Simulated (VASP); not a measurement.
Input of a VASP 6.6.1 run:

INCAR

```
  PREC = Accurate
  ENCUT = 520
  EDIFF = 1E-8
  ISMEAR = -1
  SIGMA = 0.15
  LREAL = False
  LASPH = True
  NELM = 80
  ALGO = Normal
  ISIF = 2
  LWAVE = False
  LCHARG = False
  NBANDS = 21
  IBRION = 8
  NSW = 1
```

Contents of KPOINTS:

```
regular mesh
0
Gamma
  14 14 14
```

File POSCAR:

```
Ge
1.0
    0.0000000000      2.8118106236      2.8118106236
    2.8118106236      0.0000000000      2.8118106236
    2.8118106236      2.8118106236      0.0000000000
Ge
2
Direct
    0.5000000000      0.5000000000      0.5000000000
    0.7500000000      0.7500000000      0.7500000000
```

Potentials or basis: VASP PAW LDA potentials, release 64 (Ge_d).

Run with:

```sh
$ cat potpaw_LDA.64/Ge_d/POTCAR > POTCAR
$ mpirun -np 1 vasp_std > vasp.out
```

Problem. Predict the highest phonon frequency at Γ.

Solution. 289 cm⁻¹.

Phonon frequencies in cm⁻¹ (negative: imaginary):
```tsv
q point	frequencies
(0.000, 0.000, 0.000)	0 0 0 289 289 289
```
